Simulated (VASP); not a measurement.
Wanted: the native input for a VASP 6.6.1 run.

```
Task                   : single point
Functional             : PBEsol
Potentials or basis    : VASP PAW PBE potentials, release 64 (Li_sv, Ga_d)
Cutoff                 : 520 eV
k mesh                 : 12 × 12 × 12
Occupations            : gaussian, width 0.1 eV
Spin                   : no spin polarisation
Dipole correction      : no
Further INCAR settings : ALGO = Fast; EDIFF = 1e-06; NBANDS = 26
```

The structure of Li3Ga2 lies in POSCAR:

```
Li3Ga2
1.0
    2.1546078012      1.2439633940      4.5557553133
   -2.1546078012      1.2439633940      4.5557553133
    0.0000000000     -2.4879267881      4.5557553133
Li Ga
3 2
Direct
    0.4037685603      0.4037685603      0.4037685603
    0.5962314397      0.5962314397      0.5962314397
    0.0000000000      0.0000000000      0.0000000000
    0.8002301188      0.8002301188      0.8002301188
    0.1997698812      0.1997698812      0.1997698812
```

The input as run:

INCAR

```
PREC = Accurate
ENCUT = 520
EDIFF = 1E-6
ISMEAR = 0
SIGMA = 0.1
LREAL = F
LASPH = T
NELM = 60
ALGO = Fast
ISIF = 2
LWAVE = F
LCHARG = F
GGA = PS
NBANDS = 26
```

KPOINTS

```
Automatic mesh
0
Gamma
  12 12 12
```

Potentials or basis: VASP PAW PBE potentials, release 64 (Li_sv, Ga_d).

Command:

```sh
$ cat potpaw_PBE.64/Li_sv/POTCAR potpaw_PBE.64/Ga_d/POTCAR > POTCAR
$ mpirun -np 1 vasp_std > vasp.out
```

Wall time 18 min on 1 thread of Intel(R) Xeon(R) Platinum 8259CL CPU @ 2.50GHz (Skylake/Cascade Lake) (shared host), peak memory 0.45 GiB.
